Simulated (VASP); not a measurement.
A run of VASP 6.6.1 is set up as follows.

INCAR

```
SYSTEM = InSe
PREC = Accurate
ENCUT = 520
EDIFF = 1E-6
ISMEAR = 0
SIGMA = 0.05
LREAL = .False.
LASPH = .True.
NELM = 80
ALGO = Normal
ISIF = 2
LWAVE = .False.
LCHARG = .False.
GGA = PS
NBANDS = 27
```

The input KPOINTS:

```
regular mesh
0
Gamma
  10 10 10
  0 0 0
```

Contents of POSCAR:

```
InSe
1.0
    1.9999260227      1.1546578276      8.3172809549
   -1.9999260227      1.1546578276      8.3172809549
    0.0000000000     -2.3093156551      8.3172809549
In Se
2 2
Direct
    0.0005034643      0.0005034643      0.0005034643
    0.1116949756      0.1116949756      0.1116949756
    0.6158086021      0.6158086021      0.6158086021
    0.8296929580      0.8296929580      0.8296929580
```

Potentials or basis: VASP PAW PBE potentials, release 64 (In_d, Se).

Command:

```console
$ cat potpaw_PBE.64/In_d/POTCAR potpaw_PBE.64/Se/POTCAR > POTCAR
$ mpirun -np 1 vasp_std > vasp.out
```

(1) Predict the band gap on the k mesh.

(2) Estimate the pressure.

(3) Predict the largest force.

Results:

(1) 0.32 eV, direct.

(2) 0.3 GPa.

(3) 0.024 eV/Å.

Caveat: the PAW data sets were made with another functional, which shifts forces and pressure a little; spin-orbit coupling is left out, which moves the levels of the heavy elements.

**The experiment to reproduce.**

“The Interaction of Hydrogen with the van der Waals Crystal γ-InSe”, 2020, pmc:7321205 reports, for a bulk crystal of InSe at 300 K: band gap 1.25 eV.

A measured gap of InSe is 1.25 eV (300 K; “The Interaction of Hydrogen with the van der Waals Crystal γ-InSe”, 2020, pmc:7321205); the calculated 0.32 eV misses it by -0.93 eV. Spin-orbit coupling on In, Se is left out. The value is that of PBEsol on a finite k mesh, which can miss the band edges, without temperature or zero-point motion. Semilocal functionals fall short of measured gaps as a rule.
